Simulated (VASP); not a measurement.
# Ag (P6_3/mmc) in VASP: further runs

Ag is run at these levels: PBEsol; tasks: single point.

All numbers are computed with VASP 6.6.1; they aren't measurements. Logs are shortened: lines on timing, memory, paths and dates and some standing lists are left out, and cuts for length are marked.

## (1) The cell of the first run

The structure is hexagonal, space group P6_3/mmc (No. 194). The conventional cell has a = 2.867 Å, b = 2.867 Å, c = 9.365 Å, α = 90.00°, β = 90.00°, γ = 120.00°. Ag (site symmetry -3m) has 12 Ag at 2.87 Å within 3.8 Å. Within 3.8 Å of Ag (site symmetry -6m2) lie 12 Ag at 2.87 Å.

This isn't the form of Ag at room conditions, which is fcc.

## (2) Single point, PBEsol

File INCAR:

```
ALGO = Fast
EDIFF = 1E-6
ENCUT = 520
GGA = PS
ISIF = 2
ISMEAR = 0
LASPH = True
LCHARG = False
LREAL = False
LWAVE = False
NBANDS = 30
NELM = 100
PREC = Accurate
SIGMA = 0.1
```

File KPOINTS:

```
k-points
0
Gamma
  18 18 6
```

File POSCAR:

```
Ag
1.0
    2.8674622173      0.0000000000      0.0000000000
   -1.4337311086      2.4832951246      0.0000000000
    0.0000000000      0.0000000000      9.3650804782
Ag
4
Direct
    0.0000000000      0.0000000000      0.0000000000
    0.0000000000      0.0000000000      0.5000000000
    0.3333333333      0.6666666667      0.2500000000
    0.6666666667      0.3333333333      0.7500000000
```

Potentials or basis: VASP PAW PBE potentials, release 64 (Ag).

Started as:

```
$ cat potpaw_PBE.64/Ag/POTCAR > POTCAR
$ mpirun -np 1 vasp_std > vasp.out
```

OUTCAR:

```text
EDIFF = 1E-6
   ENCUT = 520
   GGA = PS
   ISIF = 2
   ISMEAR = 0
   LASPH = True
   LREAL = False
   NELM = 100
   PREC = Accurate

 ion  position               nearest neighbor table
   1  0.000  0.000  0.000-   3 2.87   4 2.87   3 2.87   4 2.87   4 2.87   3 2.87
   2  0.000  0.000  0.500-   3 2.87   4 2.87   3 2.87   4 2.87   4 2.87   3 2.87
   3  0.333  0.667  0.250-   1 2.87   2 2.87   1 2.87   2 2.87   1 2.87   2 2.87
   4  0.667  0.333  0.750-   1 2.87   2 2.87   1 2.87   2 2.87   1 2.87   2 2.87

  LATTYP: Found a hexagonal cell.
 ALAT       =     2.8674622173
 C/A-ratio  =     3.2659821712

  Lattice vectors:

 A1 = (   2.8674622173,   0.0000000000,   0.0000000000)
 A2 = (  -1.4337311086,   2.4832951246,   0.0000000000)
 A3 = (   0.0000000000,   0.0000000000,   9.3650804782)

Analysis of symmetry for initial positions (statically):
=====================================================================
 Subroutine PRICEL returns:
 Original cell was already a primitive cell.

 Routine SETGRP: Setting up the symmetry group for a
 hexagonal supercell.

 Subroutine GETGRP returns: Found 24 space group operations
 (whereof 12 operations were pure point group operations)
 out of a pool of 24 trial point group operations.

The static configuration has the point symmetry D_3d.
 The point group associated with its full space group is D_6h.

Analysis of symmetry for dynamics (positions and initial velocities):
=====================================================================
 Subroutine PRICEL returns:
 Original cell was already a primitive cell.

 Routine SETGRP: Setting up the symmetry group for a
 hexagonal supercell.

 Subroutine GETGRP returns: Found 24 space group operations
 (whereof 12 operations were pure point group operations)
 out of a pool of 24 trial point group operations.

The dynamic configuration has the point symmetry D_3d.
 The point group associated with its full space group is D_6h.

 Subroutine INISYM returns: Found 24 space group operations
 (whereof 12 operations are pure point group operations),
 and found     1 'primitive' translations

----------------------------------------------------------------------------------------

                                     Primitive cell

  volume of cell :      66.6864

  direct lattice vectors                    reciprocal lattice vectors
     2.867462217  0.000000000  0.000000000     0.348740428  0.201345380  0.000000000
    -1.433731109  2.483295125  0.000000000     0.000000000  0.402690760  0.000000000
     0.000000000  0.000000000  9.365080478     0.000000000  0.000000000  0.106779648

  length of vectors
     2.867462217  2.867462217  9.365080478     0.402690760  0.402690760  0.106779648

  position of ions in fractional coordinates (direct lattice)
     0.000000000  0.000000000  0.000000000
     0.000000000  0.000000000  0.500000000
     0.333333333  0.666666667  0.250000000
     0.666666667  0.333333333  0.750000000

  ion indices of the primitive-cell ions
   primitive index   ion index
                 1           1
                 2           2
                 3           3
                 4           4

----------------------------------------------------------------------------------------

 KPOINTS: k-points

Automatic generation of k-mesh.
 Grid dimensions read from file:
 generate k-points for:   18   18    6

 Generating k-lattice:

  Cartesian coordinates                     Fractional coordinates (reciprocal lattice)
     0.019374468  0.011185854  0.000000000     0.055555556  0.000000000  0.000000000
     0.000000000  0.022371709  0.000000000     0.000000000  0.055555556  0.000000000
     0.000000000  0.000000000  0.017796608     0.000000000  0.000000000  0.166666667

  Length of vectors
     0.022371709  0.022371709  0.017796608

  Shift w.r.t. Gamma in fractional coordinates (k-lattice)
     0.000000000  0.000000000  0.000000000

 Subroutine IBZKPT returns following result:
 ===========================================

 Found    148 irreducible k-points:

 Following reciprocal coordinates:
            Coordinates               Weight
  0.000000  0.000000  0.000000      1.000000
  0.055556 -0.000000  0.000000      6.000000
  0.111111 -0.000000  0.000000      6.000000
  0.166667 -0.000000  0.000000      6.000000
  0.222222  0.000000  0.000000      6.000000
  0.277778  0.000000  0.000000      6.000000
[... 16 lines left out ...]
  0.333333  0.111111  0.000000     12.000000
  0.388889  0.111111  0.000000     12.000000
 [... further k-points ...]
   k-points           NKPTS =    148   k-points in BZ     NKDIM =    148   number of bands    NBANDS=     30
   number of dos      NEDOS =    301   number of ions     NIONS =      4
   total plane-waves  NPLWV =  40320
   dimension x,y,z NGX =    24 NGY =   24 NGZ =   70
   dimension x,y,z NGXF=    48 NGYF=   48 NGZF=  140
   ions per type =               4
   NGX,Y,Z   is equivalent  to a cutoff of  13.91, 13.91, 12.43 a.u.
   NGXF,Y,Z  is equivalent  to a cutoff of  27.83, 27.83, 24.85 a.u.
 SYSTEM =  unknown system
   PREC   = accura    normal or accurate (medium, high low for compatibility)
   ISTART =      0    job   : 0-new  1-cont  2-samecut
   ICHARG =      2    charge: 1-file 2-atom 10-const
   ISPIN  =      1    spin polarized calculation?
   LNONCOLLINEAR =      F non collinear calculations
   LSORBIT =      F    spin-orbit coupling
   LASPH  =      T    aspherical Exc in radial PAW
   ENCUT  =  520.0 eV  38.22 Ry    6.18 a.u.   5.33  5.33 17.41*2*pi/ulx,y,z
   NELM   =    100;   NELMIN=  2; NELMDL= -5     # of ELM steps
   EDIFF  = 0.1E-05   stopping-criterion for ELM
   LREAL  =      F    real-space projection
   EDIFFG = 0.1E-04   stopping-criterion for IOM
   NSW    =      0    number of steps for IOM
   IBRION =     -1    ionic relax: 0-MD 1-quasi-New 2-CG
   NFREE  =      0    steps in history (QN), initial steepest desc. (CG)
   ISIF   =      2    stress and relaxation
   ISYM   =      2    0-nonsym 1-usesym 2-fastsym
   POTIM  = 0.5000    time-step for ionic-motion
   TEBEG  =    0.0;   TEEND  =   0.0 temperature during run
   PSTRESS=    0.0 pullay stress
   NELECT =      44.0000    total number of electrons
   NUPDOWN=      -1.0000    fix difference up-down
   EMIN   =  10.00;   EMAX   =-10.00  energy-range for DOS
   EFERMI =   0.00;   METHOD = LEGACY
   ISMEAR =     0;   SIGMA  =   0.10  broadening in eV -4-tet -1-fermi 0-gaus
   EFERMI_NEDOS =   21; number of points for ismear=-14 and -15
   IALGO  =     68    algorithm
   IMIX   =      4    mixing-type and parameters
     AMIX     =   0.40;   BMIX     =  1.00
     AMIX_MAG =   1.60;   BMIX_MAG =  1.00
  volume/ion in A,a.u.               =      16.67       112.51
  Fermi-wavevector in a.u.,A,eV,Ry     =   1.425213  2.693263 27.636603  2.031233
  Thomas-Fermi vector in A             =   2.545622
   LORBIT       =      0    0 simple, 1 ext, 2 COOP (PROOUT), +10 PAW based schemes
   GGA     = PS    functional components
   LHFCALC =     F    Hartree Fock is set to
   AEXX    =    0.0000 exact exchange contribution
   IVDW    =     0    specifies the selected vdW correction
   LEPSILON=     F    determine dielectric tensor
   LRPA    =     F    only Hartree local field effects (RPA)
 non-spin polarized calculation
 RMM-DIIS sequential band-by-band and
 Gauss-broadening in eV      SIGMA  =   0.10
  energy-cutoff  :      520.00
  volume of cell :       66.69
 maximum number of plane-waves:      1822
 NGX is ok and might be reduce to    24
   NGX = 11   NGY = 11   NGZ = 35

 number of electron      43.9999980 magnetization

 Free energy of the ion-electron system (eV)
  ---------------------------------------------------
  ext. energy  EPLUGINS =         0.00000000
  ---------------------------------------------------
  free energy    TOTEN  =       -13.22829479 eV

  energy without entropy =      -13.22248733  energy(sigma->0) =      -13.22539106

 E-fermi :   8.5000     XC(G=0): -12.5463

 val. band max:        8.4906414166   @ k =   0.3889   0.0556   0.0000
 cond. band min:       8.5101282462   @ k =   0.2778   0.0556   0.3333
 fundamental gap:      0.0194868297
 Fermi energy:         8.4999589053

 k-point     1 :       0.0000    0.0000    0.0000
  band No.  band energies     occupation
      1       0.5490      2.00000
      2       1.9772      2.00000
      3       1.9843      2.00000
      4       2.0107      2.00000
      5       3.6806      2.00000
      6       3.6806      2.00000
[... 22 lines left out ...]
     29      24.2582      0.00000
     30      25.1712      0.00000

 k-point     2 :       0.0556   -0.0000    0.0000
  band No.  band energies     occupation
      1       0.6367      2.00000
      2       2.0548      2.00000
      3       2.0603      2.00000
      4       2.0658      2.00000
      5       3.6229      2.00000
      6       3.6543      2.00000
[... 22 lines left out ...]
     29      24.2339      0.00000
     30      24.9059      0.00000

 k-point     3 :       0.1111   -0.0000    0.0000
  band No.  band energies     occupation
      1       0.8925      2.00000
      2       2.2124      2.00000
      3       2.2706      2.00000
      4       2.2760      2.00000
      5       3.4186      2.00000
      6       3.5704      2.00000
[... 22 lines left out ...]
     29      23.8878      0.00000
     30      24.0361      0.00000

 k-point     4 :       0.1667   -0.0000    0.0000
  band No.  band energies     occupation
      1       1.2891      2.00000
      2       2.3917      2.00000
      3       2.5446      2.00000
      4       2.5671      2.00000
      5       3.1874      2.00000
      6       3.3473      2.00000
[... 22 lines left out ...]
     29      22.5842      0.00000
     30      22.6092      0.00000

 k-point     5 :       0.2222    0.0000    0.0000
  band No.  band energies     occupation
      1       1.7562      2.00000
      2       2.4781      2.00000
      3       2.6520      2.00000
      4       2.7635      2.00000
      5       3.0569      2.00000
      6       3.1537      2.00000
[... 22 lines left out ...]
     29      20.7890      0.00000
     30      21.0266      0.00000
[... 526 lines left out ...]
     29      19.4717      0.00000
     30      21.2996      0.00000

 k-point    22 :       0.2778    0.1111    0.0000
  band No.  band energies     occupation
      1       2.3379      2.00000
      2       2.4265      2.00000
      3       2.5034      2.00000
      4       2.9105      2.00000
      5       2.9645      2.00000
      6       3.0218      2.00000
[... 22 lines left out ...]
     29      18.6917      0.00000
     30      20.9204      0.00000

 k-point    23 :       0.3333    0.1111    0.0000
  band No.  band energies     occupation
      1       2.2471      2.00000
      2       2.2584      2.00000
      3       2.3780      2.00000
      4       2.8312      2.00000
      5       2.8734      2.00000
      6       3.0958      2.00000
[... 22 lines left out ...]
     29      18.0767      0.00000
     30      20.1825      0.00000

 k-point    24 :       0.3889    0.1111    0.0000
  band No.  band energies     occupation
      1       2.1502      2.00000
      2       2.1809      2.00000
      3       2.2936      2.00000
      4       2.7476      2.00000
      5       2.8084      2.00000
      6       3.0785      2.00000
[... 22 lines left out ...]
     29      17.6487      0.00000
     30      18.7070      0.00000

 [... further k-points ...]

------------------------ aborting loop because EDIFF is reached ----------------------------------------

  FORCE on cell =-STRESS in cart. coord.  units (eV):
  Direction    XX          YY          ZZ          XY          YZ          ZX
  --------------------------------------------------------------------------------------
  -------------------------------------------------------------------------------------
  Total       -0.1239468     -0.1239468     -0.0980181     -0.0000000     -0.0000000      0.0000000
  in kB       -2.9778885     -2.9778885     -2.3549360     -0.0000000     -0.0000000      0.0000000
  external PRESSURE =      -2.7702377 kB  Pullay stress =       0.0000000 kB

 VOLUME and BASIS-vectors are now :
 -----------------------------------------------------------------------------
  energy-cutoff  :      520.00
  volume of cell :       66.69
      direct lattice vectors                 reciprocal lattice vectors
     2.867462217  0.000000000  0.000000000     0.348740428  0.201345380  0.000000000
    -1.433731109  2.483295125  0.000000000     0.000000000  0.402690760  0.000000000
     0.000000000  0.000000000  9.365080478     0.000000000  0.000000000  0.106779648

 POSITION                                       TOTAL-FORCE (eV/Angst)
 -----------------------------------------------------------------------------------
      0.00000      0.00000      0.00000         0.000000      0.000000     -0.000000
      0.00000      0.00000      4.68254         0.000000      0.000000     -0.000000
     -0.00000      1.65553      2.34127         0.000000      0.000000      0.000000
      1.43373      0.82777      7.02381        -0.000000      0.000000      0.000000
 -----------------------------------------------------------------------------------
    total drift:                               -0.000000      0.000000      0.000000

  FREE ENERGIE OF THE ION-ELECTRON SYSTEM (eV)
  ---------------------------------------------------
  free  energy   TOTEN  =       -13.2282947864 eV

  energy  without entropy=      -13.2224873274  energy(sigma->0) =      -13.22539106
```

Run time: 2 min. Hardware: 1 thread of Intel Xeon 6975P-C (Granite Rapids), shared host; peak memory 0.34 GiB.

What came out:

```
Free energy            : -13.2283 eV
Pressure               : -0.3 GPa
Band gap on the k mesh : zero (bands 22 and 23 overlap by 6.58 eV)
```

Caveat: the PAW data sets were made with another functional, which shifts forces and pressure a little.

## (3) Single point, PBEsol

File INCAR:

```
ALGO = Fast ; EDIFF = 1E-7
ENCUT = 520 ; GGA = PS
ISIF = 2 ; ISMEAR = 0
LASPH = True ; LCHARG = False
LREAL = False ; LWAVE = False
NBANDS = 30 ; NELM = 100
PREC = Accurate ; SIGMA = 0.1
```

File KPOINTS:

```
k-points
0
Gamma
  24 24 6
```

Changes to POSCAR since step 2:

```diff
@@ -3,3 +3,3 @@
     2.8674622173      0.0000000000      0.0000000000
-   -1.4337311086      2.4832951246      0.0000000000
+   -1.4337311086      2.4832951245      0.0000000000
     0.0000000000      0.0000000000      9.3650804782
```

Potentials or basis: VASP PAW PBE potentials, release 64 (Ag).

Started as:

```
$ cat potpaw_PBE.64/Ag/POTCAR > POTCAR
$ mpirun -np 1 vasp_std > vasp.out
```

Run time: 3.5 min. Hardware: 1 thread of Intel Xeon 6975P-C (Granite Rapids), shared host; peak memory 0.45 GiB.

The run converged. Its results:

```
Free energy            : -13.2320 eV
Pressure               : -0.3 GPa
Band gap on the k mesh : zero (bands 22 and 23 overlap by 6.58 eV)
```

Stress tensor (GPa, compression positive):
```
-0.38  0.00  0.00
 0.00 -0.38  0.00
 0.00  0.00 -0.03
```

Levels at points of the mesh, in eV from the Fermi level:
```
           k point  band 19  band 20  band 21  band 22  band 23  band 24  band 25  band 26
(0.00, 0.00, 0.00)    -3.67    -3.44    -3.44    -3.03    -3.03    -0.56     3.67    11.23
(0.50, 0.00, 0.00)    -2.83    -2.80    -0.33     0.60     0.99     1.52     4.38     4.45
(0.00, 0.00, 0.50)    -3.20    -3.20    -3.20    -3.20    -2.61    -2.61     6.55     6.55
(0.50, 0.00, 0.50)    -2.84    -2.84     0.15     0.15     1.35     1.35     4.79     4.79
```

Caveat: the PAW data sets were made with another functional, which shifts forces and pressure a little.

(Part 1 of 2 ends here.)
